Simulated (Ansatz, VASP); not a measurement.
One calculation of GdOs3, two programs

```xyz
4
Lattice="4.0655 0.0000 0.0000 0.0000 4.0655 0.0000 0.0000 0.0000 4.0655" Properties=species:S:1:pos:R:3 pbc="T T T"
Gd    0.0000    0.0200    0.0000
Os    0.0000    2.0327    2.0327
Os    2.0327    2.0327    0.0000
Os    2.0327    0.0000    2.0327
```

Alike in both runs: task single point; functional PBE; k mesh 8 × 8 × 8; occupations gaussian, width 0.05 eV; collinear spin.

|  | VASP | Ansatz |
| --- | --- | --- |
| version | VASP 6.6.1 | Ansatz 0.2.0 |
| potentials or method | VASP PAW PBE potentials, release 64 (Gd, Os), cutoff 520 eV | scalar-relativistic, plane waves, PAW |
| valence electrons in the cell | 42 | 66 |

VASP gave:

```
gap on the k mesh at the Fermi level (eV)                     : none
pressure (GPa)                                                : 0.3
rms of the force components (eV/Å)                            : 0.109
net moment per atom (μB)                                      : 1.49
size of the moment on the site where the two differ most (μB) : 6.68
```

**Question.** What did Ansatz give for the same quantities?

**Answer.** gap on the k mesh at the Fermi level (eV): none; pressure (GPa): 0.0; rms of the force components (eV/Å): 0.108; net moment per atom (μB): 1.48; size of the moment on the site where the two differ most (μB): 6.80.

Site moments also hang on the region over which each program counts them. Atom by atom the forces differ by 0.001 eV/Å (rms over components). A gap of «none» marks a metal or a gap that the smearing closes. VASP's potentials hold 42 valence electrons a cell and Ansatz's 66, so a difference there can come from the potentials and not from the codes.

Spin-orbit coupling is off throughout.
